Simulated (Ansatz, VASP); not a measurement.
## One calculation of InP, two programs

The input POSCAR:

```
InP
1.0
    0.0000000000      2.9345000000      2.9345000000
    2.9345000000      0.0000000000      2.9345000000
    2.9345000000      2.9345000000      0.0000000000
In P
1 1
Direct
    0.0000000000      0.0000000000      0.0000000000
    0.2500000000      0.2500000000      0.2500000000
```

The input INCAR.step1:

```
SYSTEM = InP
ALGO = Normal
EDIFF = 1E-4
ENCUT = 520
GGA = PE
GGA_COMPAT = .FALSE.
ISMEAR = 0
LASPH = .TRUE.
LCHARG = .FALSE.
LREAL = .FALSE.
LSORBIT = .TRUE.
LWAVE = .TRUE.
MAGMOM = 0 0 0 0 0 0
NBANDS = 30
NELM = 150
PREC = Accurate
SIGMA = 0.03
```

Contents of INCAR.step2:

```
SYSTEM = InP
ALGO = Normal
EDIFF = 1E-6
ENCUT = 520
GGA_COMPAT = .FALSE.
ISIF = 2
ISMEAR = 0
ISTART = 1
LASPH = .TRUE.
LCHARG = .FALSE.
LMIXTAU = .TRUE.
LORBIT = 11
LORBMOM = .TRUE.
LREAL = .FALSE.
LSORBIT = .TRUE.
LWAVE = .FALSE.
MAGMOM = 0 0 0 0 0 0
METAGGA = R2SCAN
NBANDS = 30
NELM = 150
PREC = Accurate
SIGMA = 0.03
```

KPOINTS

```
k-points
0
G
  10 10 10
  0 0 0
```

Input for Ansatz:

```yaml
crystal:
  lattice:
    - [0.0, 2.9345, 2.9345]
    - [2.9345, 0.0, 2.9345]
    - [2.9345, 2.9345, 0.0]
  atoms:
    - { symbol: In, position: [0.0, 0.0, 0.0] }
    - { symbol: P, position: [0.25, 0.25, 0.25] }
scf:
  occupations: { method: gaussian, width: 0.03 }
output:
  eigenstates:
    kpoints:
      - [0.0, 0.0, 0.0]
      - [0.05, 0.05, 0.05]
      - [0.1, 0.1, 0.1]
      - [0.15, 0.15, 0.15]
      - [0.2, 0.2, 0.2]
      - [0.25, 0.25, 0.25]
      - [0.3, 0.3, 0.3]
      - [0.35, 0.35, 0.35]
      - [0.4, 0.4, 0.4]
      - [0.45, 0.45, 0.45]
      - [0.5, 0.5, 0.5]
      - [0.5, 0.5, 0.0]
      - [0.25, 0.5, 0.5]
      - [0.2, 0.45, 0.45]
      - [0.3, 0.55, 0.55]
hamiltonian:
  xc: r2scan
kpoints:
  mp_grid: { grid: [10, 10, 10] }
magnetization:
  noncollinear: true
  spin_orbit: true
```

Alike in both runs: task single point; functional r2SCAN; k mesh 10 × 10 × 10; occupations gaussian, width 0.03 eV; non-collinear spin, spin-orbit coupling.

|  | VASP | Ansatz |
| --- | --- | --- |
| version | VASP 6.6.1 | Ansatz 0.2.0 |
| potentials or method | VASP PAW PBE potentials, release 64 (In_d, P) | plane waves, PAW |
| plane-wave cutoff (eV) | 520 | 500 |
| valence electrons in the cell | 18 | 18 |

|  | VASP | Ansatz | Ansatz less VASP |
| --- | --- | --- | --- |
| net moment per atom (μB) | 0.00 | 0.00 | 0.000 |

VASP's potentials were made for PBE, not for r2SCAN. With one functional, cell and mesh, what is left measures potentials, basis and numerics.
